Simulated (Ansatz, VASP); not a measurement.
# Two plane-wave programs on TiAl

```
CELL_PARAMETERS angstrom
2.58174 0.00000 0.00000
-1.29087 2.23585 0.00000
0.00000 0.00000 4.63387
ATOMIC_POSITIONS crystal
Ti 0.00000 0.00000 0.00000
Al 0.33333 0.66667 0.50000
```

Change from the starting cell: strain -0.1000 x Voigt [1, 1, 0, 0, 0, 0], atoms carried along.

Alike in both runs: task single point; functional r2SCAN; k mesh 24 × 24 × 14; occupations gaussian, width 0.15 eV; no spin polarisation.

|  | VASP | Ansatz |
| --- | --- | --- |
| version | VASP 6.6.1 | Ansatz 0.2.0 |
| potentials or method | VASP PAW PBE potentials, release 64 (Ti_sv, Al), cutoff 520 eV | scalar-relativistic, plane waves, PAW |
| valence electrons in the cell | 15 | 15 |

```csv
,VASP,Ansatz,Ansatz less VASP
gap on the k mesh at the Fermi level (eV),none,none,-
pressure (GPa),33.7,33.4,-0.28
"traceless stress, the component that is largest in VASP (GPa)",-17.24,-17.23,+0.013
```

VASP's potentials were made for PBE, not for r2SCAN. A gap of «none» marks a metal or a gap that the smearing closes. Both programs put the cell under a high pressure, so it lies far from rest at this level. The functional is the same, so the differences come from potentials, cutoffs and numerics.
